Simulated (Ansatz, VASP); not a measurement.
BN: VASP beside Ansatz

POSCAR

```
BN
1.0
    2.5009753125      0.0000000000      0.0000000000
   -1.2504876563      2.1659081548      0.0000000000
    0.0000000000      0.0000000000      6.8741616654
B N
2 2
Direct
    0.1991312997      0.6931386464      0.2524279460
    0.8448276235      0.4941372501      0.7494420465
    0.2748289937      0.4827843438      0.7800033162
    0.6812120830      0.3299397598      0.2181266913
```

The input INCAR.step1:

```
SYSTEM = BN
PREC = Accurate ; ENCUT = 520
ISMEAR = 0 ; SIGMA = 0.05
LREAL = .False. ; LASPH = .True.
NELM = 60 ; NBANDS = 16
GGA = PE ; ALGO = Normal
EDIFF = 1E-4 ; LWAVE = .True.
LCHARG = .False.
```

INCAR.step2

```
SYSTEM = BN
PREC = Accurate ; ENCUT = 520
EDIFF = 1E-6 ; ISMEAR = 0
SIGMA = 0.05 ; LREAL = .False.
LASPH = .True. ; NELM = 60
ALGO = Normal ; ISIF = 2
LWAVE = .False. ; LCHARG = .False.
METAGGA = R2SCAN ; LMIXTAU = .True.
NBANDS = 16 ; ISTART = 1
```

The input KPOINTS:

```
Automatic mesh
0
Gamma
  12 12 4
  0 0 0
```

Input for Ansatz:

```yaml
crystal:
  lattice:
    - [2.5009753125, 0.0, 0.0]
    - [-1.2504876563, 2.1659081548, 0.0]
    - [0.0, 0.0, 6.8741616654]
  atoms:
    - { symbol: B, position: [0.1991312997, 0.6931386464, 0.252427946] }
    - { symbol: B, position: [0.8448276235, 0.4941372501, 0.7494420465] }
    - { symbol: "N", position: [0.2748289937, 0.4827843438, 0.7800033162] }
    - { symbol: "N", position: [0.681212083, 0.3299397598, 0.2181266913] }
basis:
  ecutwfc: 500
kpoints:
  mp_grid: { grid: [12, 12, 4] }
hamiltonian:
  xc: r2scan
scf:
  occupations: { method: gaussian, width: 0.05 }
output:
  forces: true
  stress: true
  eigenvalues: true
  write_density: true
  write_potential: true
  elf: true
  volumetric_format: npy
```

Change from the starting cell: all atoms moved at random (sigma 0.3 Å a component).

Alike in both runs: task single point; functional r2SCAN; k mesh 12 × 12 × 4; occupations gaussian, width 0.05 eV; no spin polarisation.

|  | VASP | Ansatz |
| --- | --- | --- |
| version | VASP 6.6.1 | Ansatz 0.2.0 |
| potentials or method | VASP PAW PBE potentials, release 64 (B, N), cutoff 520 eV | scalar-relativistic, plane waves, PAW |
| valence electrons in the cell | 16 | 16 |

Ansatz gave:

| Property | Result |
| --- | --- |
| gap on the k mesh at the Fermi level (eV) | 1.41 |
| least direct gap on the mesh (eV) | 2.11 |
| rms of the force components (eV/Å) | 10.490 |

Estimate VASP's values.

gap on the k mesh at the Fermi level (eV): 1.42; least direct gap on the mesh (eV): 2.09; rms of the force components (eV/Å): 10.642.

VASP's potentials were made for PBE, not for r2SCAN. Atom by atom the forces differ by 0.176 eV/Å (rms over components). The functional is the same, so the differences come from potentials, cutoffs and numerics.
